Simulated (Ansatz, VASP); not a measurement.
## HgTe: VASP beside Ansatz

```
Hg Te
1.0
     0.00000    3.28920    3.28920
     3.28920    0.00000    3.28920
     3.28920    3.28920    0.00000
Hg Te
1 1
Direct
  0.00000 0.00000 0.00000
  0.25000 0.25000 0.25000
```

Alike in both runs: task single point; functional PBE-based screened hybrid; k mesh 4 × 4 × 4; occupations fermi-dirac, width 0.02 eV; no spin polarisation.

```csv
,VASP,Ansatz
version,VASP 6.6.1,Ansatz 0.2.0
potentials or method,"VASP PAW PBE potentials, release 64 (Hg, Te)",plane waves
plane-wave cutoff (eV),400,420
valence electrons in the cell,18,36
```

Ansatz gave:

* gap on the k mesh at the Fermi level (eV): 2.71
* pressure (GPa): -2.8

Q: Which values does VASP return?

A: gap on the k mesh at the Fermi level (eV): 2.40; pressure (GPa): -3.7.

VASP's potentials were made for PBE, not for PBE-based screened hybrid. One of these differences is far larger than is usual between the two programs; its cause wasn't traced. VASP's potentials hold 18 valence electrons a cell and Ansatz's 36, so a difference there can come from the potentials and not from the codes. Ansatz's warnings: stress exchange threshold loose, stress scf threshold loose.

Spin-orbit coupling is off throughout.
